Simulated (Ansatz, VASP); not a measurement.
## Two plane-wave programs on LiF

Contents of POSCAR:

```
LiF
1.0
    0.0000000000      1.8528800000      1.8528800000
    1.8528800000      0.0000000000      1.8528800000
    1.8528800000      1.8528800000      0.0000000000
Li F
1 1
Direct
    0.0000000000      0.0000000000      0.0000000000
    0.5000000000      0.5000000000      0.5000000000
```

INCAR.step1

```
PREC = Accurate
ENCUT = 520
ISMEAR = 0
SIGMA = 0.05
LREAL = F
LASPH = T
NELM = 60
NBANDS = 12
GGA = PE
ALGO = Normal
EDIFF = 1E-4
LWAVE = T
LCHARG = F
```

INCAR.step2

```
PREC = Accurate
ENCUT = 520
EDIFF = 1E-6
ISMEAR = 0
SIGMA = 0.05
LREAL = F
LASPH = T
NELM = 60
ALGO = Normal
ISIF = 2
LWAVE = F
LCHARG = F
METAGGA = R2SCAN
LMIXTAU = T
NBANDS = 12
ISTART = 1
```

KPOINTS

```
Automatic mesh
0
Gamma
  10 10 10
```

Input for Ansatz:

```yaml
crystal:
  lattice:
    - [0.0, 1.85288, 1.85288]
    - [1.85288, 0.0, 1.85288]
    - [1.85288, 1.85288, 0.0]
  atoms:
    - { symbol: Li, position: [0.0, 0.0, 0.0] }
    - { symbol: F, position: [0.5, 0.5, 0.5] }
basis:
  ecutwfc: 500
kpoints:
  mp_grid: { grid: [10, 10, 10] }
hamiltonian:
  xc: r2scan
scf:
  occupations: { method: gaussian, width: 0.05 }
output:
  forces: true
  stress: true
  eigenvalues: true
```

Change from the starting cell: strain -0.080 along x and y, -0.080 along z, atoms carried along.

Alike in both runs: task single point; functional r2SCAN; k mesh 10 × 10 × 10; occupations gaussian, width 0.05 eV; no spin polarisation.

|  | VASP | Ansatz |
| --- | --- | --- |
| version | VASP 6.6.1 | Ansatz 0.2.0 |
| potentials or method | VASP PAW PBE potentials, release 64 (Li_sv, F), cutoff 520 eV | scalar-relativistic, plane waves, PAW |
| valence electrons in the cell | 10 | 10 |

Ansatz gave:

| Item | Value |
| --- | --- |
| gap on the k mesh at the Fermi level (eV) | 12.80 |
| least direct gap on the mesh (eV) | 12.80 |

Question: What did VASP give for the same quantities?

Answer: gap on the k mesh at the Fermi level (eV): 13.00; least direct gap on the mesh (eV): 13.00.

VASP's potentials were made for PBE, not for r2SCAN. With one functional, cell and mesh, what is left measures potentials, basis and numerics.

Noted on VASP's run: the cutoff is short for stress, so the pressure is rough.
